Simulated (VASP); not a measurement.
ZnS: single point with LDA

Crystal: ZnS.

```
Zn S
1.0
     2.62198    2.62198    0.00000
    -2.62198    2.62198    0.00000
     0.00000    2.62198    2.66436
Zn S
1 1
Direct
  0.75000 0.25000 0.50000
  0.00000 0.00000 0.00000
```

This cell differs from its parent crystal: in-plane strain -0.01.

```
Program             : VASP 6.6.1
Task                : single point
Functional          : LDA
Potentials or basis : VASP PAW LDA potentials, release 64 (Zn, S)
Cutoff              : 520 eV
k mesh              : 8 × 8 × 8
Occupations         : gaussian, width 0.01 eV
Spin                : no spin polarisation
```

| Item | Value |
| --- | --- |
| Pressure | 1.5 GPa |
| Band gap on the k mesh | 2.20 eV, direct |

Stress tensor (GPa, compression positive):
```
1.73 0.00 0.00
0.00 1.73 0.00
0.00 0.00 1.00
```

Levels at points of the mesh, in eV from the valence-band top:
```csv
k point,band 5,band 6,band 7,band 8,band 9,band 10,band 11,band 12,band 13,band 14
"(0.00, 0.00, 0.00)",-6.28,-6.27,-0.06,0.00,0.00,2.20,6.17,6.18,6.18,11.66
"(0.50, 0.00, 0.00)",-6.24,-6.06,-5.89,-1.06,-0.96,3.23,6.66,6.80,8.87,12.20
"(0.50, 0.50, 0.00)",-6.18,-6.01,-4.95,-2.60,-2.56,2.97,3.80,11.31,12.18,12.32
"(0.00, 0.00, 0.50)",-6.18,-6.04,-5.05,-2.49,-2.49,3.07,3.96,11.13,12.30,12.30
```

Run time: 38 s on 1 thread of Intel(R) Xeon(R) Platinum 8175M CPU @ 2.50GHz (Skylake/Cascade Lake), with other jobs on the host, peak memory 0.15 GiB.

Caveat: the cell differs from its parent crystal (in-plane strain -0.01).
